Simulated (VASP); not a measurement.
WS2: single point with r2SCAN

WS2:

```
CELL_PARAMETERS angstrom
3.18162 0.00000 0.00000
-1.59081 2.75536 0.00000
0.00000 0.00000 13.06678
ATOMIC_POSITIONS crystal
W 0.33333 0.66667 0.25000
W 0.66667 0.33333 0.75000
S 0.33333 0.66667 0.63065
S 0.66667 0.33333 0.13065
S 0.33333 0.66667 0.86935
S 0.66667 0.33333 0.36935
```

```
Program                : VASP 6.6.1
Task                   : single point
Functional             : r2SCAN
Potentials or basis    : VASP PAW PBE potentials, release 64 (W_sv, S)
Cutoff                 : 520 eV
k mesh                 : 12 × 12 × 2
Occupations            : gaussian, width 0.02 eV
Spin                   : no spin polarisation
Dipole correction      : no
Further INCAR settings : ALGO = Normal; EDIFF = 1e-06; NBANDS = 35
```

```
Pressure               : 0.2 GPa
Largest force          : 0.021 eV/Å
Band gap on the k mesh : 1.38 eV (least direct gap 1.88 eV)
```

Forces on the atoms (eV/Å):
```
W    0.000  0.000  0.000
W    0.000  0.000  0.000
S    0.000  0.000 -0.021
S    0.000  0.000 -0.021
S    0.000  0.000  0.021
S    0.000  0.000  0.021
```

Stress tensor (GPa, compression positive):
```
0.20 0.00 0.00
0.00 0.20 0.00
0.00 0.00 0.12
```

Levels at points of the mesh, in eV from the valence-band top:
| k point | band 23 | band 24 | band 25 | band 26 | band 27 | band 28 | band 29 | band 30 |
| --- | --- | --- | --- | --- | --- | --- | --- | --- |
| (0.00, 0.00, 0.00) | -2.29 | -1.89 | -0.91 | 0.00 | 2.55 | 2.55 | 2.56 | 2.56 |
| (0.50, 0.00, 0.00) | -2.00 | -1.91 | -1.56 | -1.47 | 2.47 | 2.50 | 2.86 | 3.02 |
| (0.00, 0.00, 0.50) | -2.30 | -2.30 | -0.31 | -0.31 | 2.55 | 2.55 | 2.55 | 2.55 |
| (0.50, 0.00, 0.50) | -1.95 | -1.95 | -1.51 | -1.51 | 2.48 | 2.48 | 2.95 | 2.95 |

Wall time 5.4 min on 1 thread of Intel(R) Xeon(R) Platinum 8375C CPU @ 2.90GHz (Ice Lake) (shared host), peak memory 0.31 GiB.

Caveat: the PAW data sets were made with another functional, which shifts forces and pressure a little; spin-orbit coupling is left out, which moves the levels of the heavy elements. A k mesh can miss the band edges.
